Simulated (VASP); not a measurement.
Crystal: BeS.

```xyz
2
Lattice="0.0000 2.3173 2.3173 2.3173 0.0000 2.3173 2.3173 2.3173 0.0000" Properties=species:S:1:pos:R:3 pbc="T T T"
Be    0.0000    0.0000    0.0000
S     2.3173    2.3173    2.3173
```

Base run:

* Program: VASP 6.6.1
* Functional: HSE06
* Potentials or basis: VASP PAW PBE potentials, release 64 (Be, S)
* Cutoff: 520 eV
* k mesh: 6 × 6 × 6
* Occupations: gaussian, width 0.01 eV
* Spin: no spin polarisation

Its results: band gap on the k mesh 1.74 eV (least direct gap 5.20 eV); pressure -2.0 GPa.

The run is repeated on the same cell with these changes: functional from HSE06 to r2SCAN0. What comes out?

Band gap on the k mesh 2.72 eV (least direct gap 6.25 eV); pressure -1.2 GPa.

Caveats: the PAW data sets were made with another functional, which shifts forces and pressure a little.

A k mesh can miss the band edges.
